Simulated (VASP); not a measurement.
The system is CsSnI3.

```xyz
5
Lattice="6.2057 0.0000 0.0000 0.0000 6.2057 0.0000 0.0000 0.0000 6.2057" Properties=species:S:1:pos:R:3 pbc="T T T"
Cs    0.0000    0.0000    0.0000
I     3.1029    3.1029    0.0000
I     3.1029    0.0000    3.1029
I     0.0000    3.1029    3.1029
Sn    3.1029    3.1029    3.1029
```

Base run:

- Program: VASP 6.6.1
- Functional: PBEsol
- Potentials or basis: VASP PAW PBE potentials, release 64 (Cs_sv, I, Sn_d)
- Cutoff: 520 eV
- k mesh: 4 × 4 × 4
- Occupations: gaussian, width 0.01 eV
- Spin: no spin polarisation

Its results: band gap on the k mesh 0.25 eV; pressure -0.4 GPa.

Task: After a change of settings the same cell gave: band gap on the k mesh 0.42 eV; pressure 0.3 GPa. Which change was it?
A. functional from PBEsol to LDA; potentials or basis from VASP PAW PBE potentials, release 64 (Cs_sv, I, Sn_d) to VASP PAW LDA potentials, release 64 (Cs_sv, I, Sn_d)
B. functional from PBEsol to PBE; k mesh from 4 × 4 × 4 to 2 × 2 × 2
C. functional from PBEsol to r2SCAN
D. functional from PBEsol to HSE06; k mesh from 4 × 4 × 4 to 2 × 2 × 2

Result: C.

Caveats: semilocal functionals underestimate gaps, and a narrow one can read as zero; the PAW data sets were made with another functional, which shifts forces and pressure a little; spin-orbit coupling is left out, which moves the levels of the heavy elements.
